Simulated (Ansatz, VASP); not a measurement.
Sc2GaSbAs2: VASP beside Ansatz

```
CELL_PARAMETERS angstrom
3.95839 0.00000 0.00000
0.00000 3.95839 0.00000
0.00000 0.00000 8.05145
ATOMIC_POSITIONS crystal
Sc 0.50000 0.00000 0.32341
Sc 0.00000 0.50000 0.67659
Ga 0.00000 0.00000 0.00000
Sb 0.50000 0.50000 0.00000
As 0.50000 0.00000 0.66348
As 0.00000 0.50000 0.33652
```

Change from the starting cell: species swapped into the Nd2FeSi2Ru type (P-4m2, No. 115).

Alike in both runs: functional PBE; k mesh 10 × 10 × 6; occupations gaussian, width 0.1 eV; no spin polarisation.

Ansatz relaxed the structure, and its values are those at the end. VASP's run is a single point on that final structure, the one shown.

|  | VASP | Ansatz |
| --- | --- | --- |
| version | VASP 6.6.1 | Ansatz 0.2.0 |
| potentials or method | VASP PAW PBE potentials, release 64 (Sc_sv, Ga_d, Sb, As), cutoff 520 eV | scalar-relativistic, plane waves, PAW |
| valence electrons in the cell | 50 | 80 |

Ansatz gave:

```
gap on the k mesh at the Fermi level (eV) : none
pressure (GPa)                            : 0.0
rms of the force components (eV/Å)        : 0.003
```

Question: Estimate VASP's values.

Answer: gap on the k mesh at the Fermi level (eV): none; pressure (GPa): 0.2; rms of the force components (eV/Å): 0.006.

A gap of «none» marks a metal or a gap that the smearing closes. With one functional, cell and mesh, what is left measures potentials, basis and numerics. VASP's potentials hold 50 valence electrons a cell and Ansatz's 80, so a difference there can come from the potentials and not from the codes.

Spin-orbit coupling is off throughout.
